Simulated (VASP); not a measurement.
# PbSe in VASP: a series of runs

PbSe is run at these levels: PBE; tasks: single point.

All numbers are computed with VASP 6.6.1; they aren't measurements. Logs are shortened: lines on timing, memory, paths and dates and some standing lists are left out, and cuts for length are marked.

**1. The cell of the first run**

The structure is trigonal, space group R-3m (No. 166). The conventional cell has a = 4.374 Å, b = 4.374 Å, c = 10.395 Å, α = 90.00°, β = 90.00°, γ = 120.00°. Pb (site symmetry -3m) has 6 Se at 3.06 Å within 4.0 Å. Se (site symmetry -3m) has 6 Pb at 3.06 Å within 4.0 Å.

**2. Single point, PBE (equal xy, yz and zx shear strains of -2 %)**

INCAR reads:

```
SYSTEM = PbSe
  PREC = Accurate
  ENCUT = 520
  EDIFF = 1E-6
  ISMEAR = -1
  SIGMA = 0.01
  LREAL = .FALSE.
  LASPH = .TRUE.
  NELM = 80
  ALGO = Normal
  ISIF = 2
  LWAVE = .FALSE.
  LCHARG = .FALSE.
  GGA = PE
  NBANDS = 17
```

KPOINTS reads:

```
regular mesh
0
G
  9 9 9
  0 0 0
```

POSCAR reads:

```
PbSe
1.0
   -0.0612430000      3.0315285000      3.0315285000
    3.0315285000     -0.0612430000      3.0315285000
    3.0315285000      3.0315285000     -0.0612430000
Pb Se
1 1
Direct
    0.0000000000      0.0000000000      0.0000000000
    0.5000000000      0.5000000000      0.5000000000
```

Potentials or basis: VASP PAW PBE potentials, release 64 (Pb_d, Se).

Run with:

```bash
$ cat potpaw_PBE.64/Pb_d/POTCAR potpaw_PBE.64/Se/POTCAR > POTCAR
$ mpirun -np 1 vasp_std > vasp.out
```

OUTCAR:

```text
SYSTEM = PbSe
   PREC = Accurate
   ENCUT = 520
   EDIFF = 1E-6
   ISMEAR = -1
   LREAL = .FALSE.
   LASPH = .TRUE.
   NELM = 80
   ISIF = 2
   GGA = PE

 ion  position               nearest neighbor table
   1  0.000  0.000  0.000-   2 3.06   2 3.06   2 3.06   2 3.06   2 3.06   2 3.06
   2  0.500  0.500  0.500-   1 3.06   1 3.06   1 3.06   1 3.06   1 3.06   1 3.06

  LATTYP: Found a trigonal (rhomboedric) cell.
 ALAT       =     4.2876661248
 COS(alpha) =     0.4797000918

  Lattice vectors:

 A1 = (  -0.0612430000,   3.0315285000,   3.0315285000)
 A2 = (   3.0315285000,  -0.0612430000,   3.0315285000)
 A3 = (   3.0315285000,   3.0315285000,  -0.0612430000)

Analysis of symmetry for initial positions (statically):
=====================================================================
 Subroutine PRICEL returns:
 Original cell was already a primitive cell.

 Routine SETGRP: Setting up the symmetry group for a
 trigonal (rhombohedral) supercell.

 Subroutine GETGRP returns: Found 12 space group operations
 (whereof 12 operations were pure point group operations)
 out of a pool of 12 trial point group operations.

The static configuration has the point symmetry D_3d.

Analysis of symmetry for dynamics (positions and initial velocities):
=====================================================================
 Subroutine PRICEL returns:
 Original cell was already a primitive cell.

 Routine SETGRP: Setting up the symmetry group for a
 trigonal (rhombohedral) supercell.

 Subroutine GETGRP returns: Found 12 space group operations
 (whereof 12 operations were pure point group operations)
 out of a pool of 12 trial point group operations.

The dynamic configuration has the point symmetry D_3d.

 Subroutine INISYM returns: Found 12 space group operations
 (whereof 12 operations are pure point group operations),
 and found     1 'primitive' translations

----------------------------------------------------------------------------------------

                                     Primitive cell

  volume of cell :      57.4088

  direct lattice vectors                    reciprocal lattice vectors
    -0.061243000  3.031528500  3.031528500    -0.160017628  0.163316960  0.163316960
     3.031528500 -0.061243000  3.031528500     0.163316960 -0.160017628  0.163316960
     3.031528500  3.031528500 -0.061243000     0.163316960  0.163316960 -0.160017628

  length of vectors
     4.287666125  4.287666125  4.287666125     0.280981317  0.280981317  0.280981317

  position of ions in fractional coordinates (direct lattice)
     0.000000000  0.000000000  0.000000000
     0.500000000  0.500000000  0.500000000

  ion indices of the primitive-cell ions
   primitive index   ion index
                 1           1
                 2           2

----------------------------------------------------------------------------------------

 KPOINTS: regular mesh

Automatic generation of k-mesh.
 Grid dimensions read from file:
 generate k-points for:    9    9    9

 Generating k-lattice:

  Cartesian coordinates                     Fractional coordinates (reciprocal lattice)
    -0.017779736  0.018146329  0.018146329     0.111111111  0.000000000 -0.000000000
     0.018146329 -0.017779736  0.018146329     0.000000000  0.111111111 -0.000000000
     0.018146329  0.018146329 -0.017779736     0.000000000  0.000000000  0.111111111

  Length of vectors
     0.031220146  0.031220146  0.031220146

  Shift w.r.t. Gamma in fractional coordinates (k-lattice)
     0.000000000  0.000000000  0.000000000

 Subroutine IBZKPT returns following result:
 ===========================================

 Found     85 irreducible k-points:

 Following reciprocal coordinates:
            Coordinates               Weight
  0.000000  0.000000  0.000000      1.000000
  0.111111 -0.000000 -0.000000      6.000000
  0.222222 -0.000000 -0.000000      6.000000
  0.333333  0.000000 -0.000000      6.000000
  0.444444 -0.000000 -0.000000      6.000000
  0.111111  0.111111 -0.000000      6.000000
[... 16 lines left out ...]
 -0.333333  0.333333  0.000000      6.000000
  0.444444  0.444444 -0.000000      6.000000
 [... further k-points ...]
   k-points           NKPTS =     85   k-points in BZ     NKDIM =     85   number of bands    NBANDS=     17
   number of dos      NEDOS =    301   number of ions     NIONS =      2
   total plane-waves  NPLWV =  32768
   dimension x,y,z NGX =    32 NGY =   32 NGZ =   32
   dimension x,y,z NGXF=    64 NGYF=   64 NGZF=   64
   ions per type =               1   1
   NGX,Y,Z   is equivalent  to a cutoff of  12.41, 12.41, 12.41 a.u.
   NGXF,Y,Z  is equivalent  to a cutoff of  24.81, 24.81, 24.81 a.u.
 SYSTEM =  PbSe
   PREC   = accura    normal or accurate (medium, high low for compatibility)
   ISTART =      0    job   : 0-new  1-cont  2-samecut
   ICHARG =      2    charge: 1-file 2-atom 10-const
   ISPIN  =      1    spin polarized calculation?
   LNONCOLLINEAR =      F non collinear calculations
   LSORBIT =      F    spin-orbit coupling
   LASPH  =      T    aspherical Exc in radial PAW
   ENCUT  =  520.0 eV  38.22 Ry    6.18 a.u.   7.97  7.97  7.97*2*pi/ulx,y,z
   NELM   =     80;   NELMIN=  2; NELMDL= -5     # of ELM steps
   EDIFF  = 0.1E-05   stopping-criterion for ELM
   LREAL  =      F    real-space projection
   EDIFFG = 0.1E-04   stopping-criterion for IOM
   NSW    =      0    number of steps for IOM
   IBRION =     -1    ionic relax: 0-MD 1-quasi-New 2-CG
   NFREE  =      0    steps in history (QN), initial steepest desc. (CG)
   ISIF   =      2    stress and relaxation
   ISYM   =      2    0-nonsym 1-usesym 2-fastsym
   POTIM  = 0.5000    time-step for ionic-motion
   TEBEG  =    0.0;   TEEND  =   0.0 temperature during run
   PSTRESS=    0.0 pullay stress
   NELECT =      20.0000    total number of electrons
   NUPDOWN=      -1.0000    fix difference up-down
   EMIN   =  10.00;   EMAX   =-10.00  energy-range for DOS
   EFERMI =   0.00;   METHOD = LEGACY
   ISMEAR =    -1;   SIGMA  =   0.01  broadening in eV -4-tet -1-fermi 0-gaus
   EFERMI_NEDOS =   21; number of points for ismear=-14 and -15
   IALGO  =     38    algorithm
   IMIX   =      4    mixing-type and parameters
     AMIX     =   0.40;   BMIX     =  1.00
     AMIX_MAG =   1.60;   BMIX_MAG =  1.00
  volume/ion in A,a.u.               =      28.70       193.71
  Fermi-wavevector in a.u.,A,eV,Ry     =   1.151928  2.176829 18.054097  1.326939
  Thomas-Fermi vector in A             =   2.288583
   LORBIT       =      0    0 simple, 1 ext, 2 COOP (PROOUT), +10 PAW based schemes
   GGA     = PE    functional components
   LHFCALC =     F    Hartree Fock is set to
   AEXX    =    0.0000 exact exchange contribution
   IVDW    =     0    specifies the selected vdW correction
   LEPSILON=     F    determine dielectric tensor
   LRPA    =     F    only Hartree local field effects (RPA)
 non-spin polarized calculation
  energy-cutoff  :      520.00
  volume of cell :       57.41
 maximum number of plane-waves:      1559
   NGX = 15   NGY = 15   NGZ = 15

 number of electron      19.9999998 magnetization

 Free energy of the ion-electron system (eV)
  ---------------------------------------------------
  ext. energy  EPLUGINS =         0.00000000
  ---------------------------------------------------
  free energy    TOTEN  =        -8.17574344 eV

  energy without entropy =       -8.17574344  energy(sigma->0) =       -8.17574344

 E-fermi :   5.1721     XC(G=0):  -9.5257

 val. band max:        4.9107105186   @ k =   0.4444  -0.0000  -0.0000
 cond. band min:       5.4218070174   @ k =   0.4444   0.4444   0.4444
 fundamental gap:      0.5110964988
 Fermi energy:         5.1720985198

 k-point     1 :       0.0000    0.0000    0.0000
  band No.  band energies     occupation
      1     -11.7860      2.00000
      2     -11.7860      2.00000
      3     -11.7845      2.00000
      4     -11.7744      2.00000
      5     -11.7744      2.00000
      6      -8.5281      2.00000
[... 9 lines left out ...]
     16      11.8497      0.00000
     17      13.2478      0.00000

 k-point     2 :       0.1111   -0.0000   -0.0000
  band No.  band energies     occupation
      1     -11.7878      2.00000
      2     -11.7862      2.00000
      3     -11.7812      2.00000
      4     -11.7757      2.00000
      5     -11.7721      2.00000
      6      -8.4354      2.00000
[... 9 lines left out ...]
     16      12.0770      0.00000
     17      14.1580      0.00000

 k-point     3 :       0.2222   -0.0000   -0.0000
  band No.  band energies     occupation
      1     -11.7943      2.00000
      2     -11.7896      2.00000
      3     -11.7779      2.00000
      4     -11.7708      2.00000
      5     -11.7645      2.00000
      6      -8.1754      2.00000
[... 9 lines left out ...]
     16      12.7741      0.00000
     17      15.7881      0.00000

 k-point     4 :       0.3333    0.0000   -0.0000
  band No.  band energies     occupation
      1     -11.8024      2.00000
      2     -11.7957      2.00000
      3     -11.7780      2.00000
      4     -11.7596      2.00000
      5     -11.7550      2.00000
      6      -7.8163      2.00000
[... 9 lines left out ...]
     16      13.8374      0.00000
     17      16.7844      0.00000
[... 343 lines left out ...]
      1     -11.8745      2.00000
      2     -11.7884      2.00000
      3     -11.7723      2.00000
      4     -11.7467      2.00000
      5     -11.7450      2.00000
      6      -7.1446      2.00000
[... 9 lines left out ...]
     16      15.6887      0.00000
     17      17.2715      0.00000

 k-point    23 :      -0.3333    0.3333    0.0000
  band No.  band energies     occupation
      1     -11.8545      2.00000
      2     -11.7811      2.00000
      3     -11.7768      2.00000
      4     -11.7553      2.00000
      5     -11.7501      2.00000
      6      -7.1813      2.00000
[... 9 lines left out ...]
     16      14.6153      0.00000
     17      16.5383      0.00000

 k-point    24 :       0.4444    0.4444   -0.0000
  band No.  band energies     occupation
      1     -11.8997      2.00000
      2     -11.8005      2.00000
      3     -11.7602      2.00000
      4     -11.7415      2.00000
      5     -11.7373      2.00000
      6      -7.1540      2.00000
[... 9 lines left out ...]
     16      16.5109      0.00000
     17      17.4661      0.00000

 [... further k-points ...]
[... 5 lines left out ...]
  --------------------------------------------------------------------------------------
  -------------------------------------------------------------------------------------
  Total        0.8265561      0.8265561      0.8265561      0.1160090      0.1160090      0.1160090
  in kB       23.0677220     23.0677220     23.0677220      3.2376071      3.2376071      3.2376071
  external PRESSURE =      23.0677220 kB  Pullay stress =       0.0000000 kB

 VOLUME and BASIS-vectors are now :
 -----------------------------------------------------------------------------
  energy-cutoff  :      520.00
  volume of cell :       57.41
      direct lattice vectors                 reciprocal lattice vectors
    -0.061243000  3.031528500  3.031528500    -0.160017628  0.163316960  0.163316960
     3.031528500 -0.061243000  3.031528500     0.163316960 -0.160017628  0.163316960
     3.031528500  3.031528500 -0.061243000     0.163316960  0.163316960 -0.160017628

 POSITION                                       TOTAL-FORCE (eV/Angst)
 -----------------------------------------------------------------------------------
      0.00000      0.00000      0.00000        -0.000000      0.000000      0.000000
      3.00091      3.00091      3.00091         0.000000     -0.000000     -0.000000
 -----------------------------------------------------------------------------------
    total drift:                                0.000000     -0.000000     -0.000000

  FREE ENERGIE OF THE ION-ELECTRON SYSTEM (eV)
  ---------------------------------------------------
  free  energy   TOTEN  =        -8.1757434435 eV

  energy  without entropy=       -8.1757434435  energy(sigma->0) =       -8.17574344
```

Wall time 55 s (1 thread of Intel Xeon Platinum 8488C (Sapphire Rapids), shared host); peak memory 0.23 GiB.

Results:

```yaml
Free_energy: -8.1757 eV
Pressure: 2.3 GPa
Band_gap_on_the_k_mesh: 0.51 eV, indirect (least direct gap 0.66 eV)
```

Caveat: the cell differs from its parent crystal (equal xy, yz and zx shear strains of -2 %); spin-orbit coupling is left out, which moves the levels of the heavy elements.

**3. Single point, PBE (equal xy, yz and zx shear strains of +1 %)**

INCAR reads:

```
  ALGO = Normal
  EDIFF = 1E-6
  ENCUT = 520
  GGA = PE
  ISIF = 2
  ISMEAR = -1
  LASPH = True
  LCHARG = False
  LREAL = False
  LWAVE = False
  NBANDS = 17
  NELM = 60
  PREC = Accurate
  SIGMA = 0.01
```

KPOINTS reads:

```
k-points
0
Gamma
  9 9 9
```

POSCAR reads:

```
PbSe
1.0
    0.0306215000      3.0774607500      3.0774607500
    3.0774607500      0.0306215000      3.0774607500
    3.0774607500      3.0774607500      0.0306215000
Pb Se
1 1
Direct
    0.0000000000      0.0000000000      0.0000000000
    0.5000000000      0.5000000000      0.5000000000
```

Potentials or basis: VASP PAW PBE potentials, release 64 (Pb_d, Se).

Run with:

```bash
$ cat potpaw_PBE.64/Pb_d/POTCAR potpaw_PBE.64/Se/POTCAR > POTCAR
$ mpirun -np 1 vasp_std > vasp.out
```

OUTCAR:

```text
EDIFF = 1E-6
   ENCUT = 520
   GGA = PE
   ISIF = 2
   ISMEAR = -1
   LASPH = True
   LREAL = False
   NELM = 60
   PREC = Accurate

 ion  position               nearest neighbor table
   1  0.000  0.000  0.000-   2 3.06   2 3.06   2 3.06   2 3.06   2 3.06   2 3.06
   2  0.500  0.500  0.500-   1 3.06   1 3.06   1 3.06   1 3.06   1 3.06   1 3.06

  LATTYP: Found a trigonal (rhomboedric) cell.
 ALAT       =     4.3522944537
 COS(alpha) =     0.5099250056

  Lattice vectors:

 A1 = (   0.0306215000,   3.0774607500,   3.0774607500)
[... 190 lines left out ...]
      6      -8.5306      2.00000
[... 457 lines left out ...]
      4     -11.7415      2.00000
      5     -11.7393      2.00000
      6      -7.1573      2.00000
[... 9 lines left out ...]
     16      16.5348      0.00000
     17      17.5610      0.00000

 [... further k-points ...]
[... 5 lines left out ...]
  --------------------------------------------------------------------------------------
  -------------------------------------------------------------------------------------
  Total        0.8267890      0.8267890      0.8267890     -0.0616882     -0.0616882     -0.0616882
  in kB       23.0689781     23.0689781     23.0689781     -1.7212176     -1.7212176     -1.7212176
  external PRESSURE =      23.0689781 kB  Pullay stress =       0.0000000 kB

 VOLUME and BASIS-vectors are now :
 -----------------------------------------------------------------------------
  energy-cutoff  :      520.00
  volume of cell :       57.42
      direct lattice vectors                 reciprocal lattice vectors
     0.030621500  3.077460750  3.077460750    -0.164916888  0.163292091  0.163292091
     3.077460750  0.030621500  3.077460750     0.163292091 -0.164916888  0.163292091
     3.077460750  3.077460750  0.030621500     0.163292091  0.163292091 -0.164916888

 POSITION                                       TOTAL-FORCE (eV/Angst)
 -----------------------------------------------------------------------------------
      0.00000      0.00000      0.00000         0.000000      0.000000      0.000000
      3.09277      3.09277      3.09277         0.000000     -0.000000     -0.000000
 -----------------------------------------------------------------------------------
    total drift:                                0.000000     -0.000000     -0.000000

  FREE ENERGIE OF THE ION-ELECTRON SYSTEM (eV)
  ---------------------------------------------------
  free  energy   TOTEN  =        -8.1785597683 eV

  energy  without entropy=       -8.1785597683  energy(sigma->0) =       -8.17855977
```

OSZICAR:

```text
N       E                     dE             d eps       ncg     rms          rms(c)
DAV:   1     0.158944731743E+03    0.15894E+03   -0.95573E+03  2898   0.119E+03
DAV:   2     0.310593938290E+01   -0.15584E+03   -0.15048E+03  3127   0.307E+02
DAV:   3    -0.819281831907E+01   -0.11299E+02   -0.11201E+02  3604   0.884E+01
DAV:   4    -0.845941932844E+01   -0.26660E+00   -0.26641E+00  3573   0.152E+01
DAV:   5    -0.846815945178E+01   -0.87401E-02   -0.87396E-02  4083   0.267E+00    0.277E+00
DAV:   6    -0.818027358409E+01    0.28789E+00   -0.70965E-01  4421   0.576E+00    0.156E+00
DAV:   7    -0.817550537661E+01    0.47682E-02   -0.12060E-01  3521   0.167E+00    0.856E-01
DAV:   8    -0.817893368107E+01   -0.34283E-02   -0.13163E-02  3425   0.124E+00    0.162E-01
DAV:   9    -0.817849137240E+01    0.44231E-03   -0.28403E-03  4509   0.520E-01    0.507E-02
DAV:  10    -0.817855294202E+01   -0.61570E-04   -0.22946E-04  3374   0.859E-02    0.188E-02
DAV:  11    -0.817855979967E+01   -0.68577E-05   -0.62689E-05  3808   0.783E-02    0.894E-03
DAV:  12    -0.817855976833E+01    0.31347E-07   -0.33694E-06  3599   0.126E-02
   1 F= -.81785598E+01 E0= -.81785598E+01  d E =-.112087E-14
```

stdout:

```text
POSCAR found type information on POSCAR PbSe
 POSCAR found :  2 types and       2 ions
 scaLAPACK will be used
 LDA part: xc-table for (Slater+PW92), standard interpolation
 POSCAR, INCAR and KPOINTS ok, starting setup
 FFT: planning ... GRIDC
 FFT: planning ... GRID_SOFT
 FFT: planning ... GRID
 WAVECAR not read
 entering main loop
```

It took 49 s on 1 thread of Intel Xeon Platinum 8488C (Sapphire Rapids), shared host; peak memory 0.23 GiB.

Results:

```
Free energy            : -8.1786 eV
Pressure               : 2.3 GPa
Band gap on the k mesh : 0.61 eV, indirect (least direct gap 0.69 eV)
```

Caveat: the cell differs from its parent crystal (equal xy, yz and zx shear strains of +1 %); spin-orbit coupling is left out, which moves the levels of the heavy elements.

(Continued in part 2 of 2.)
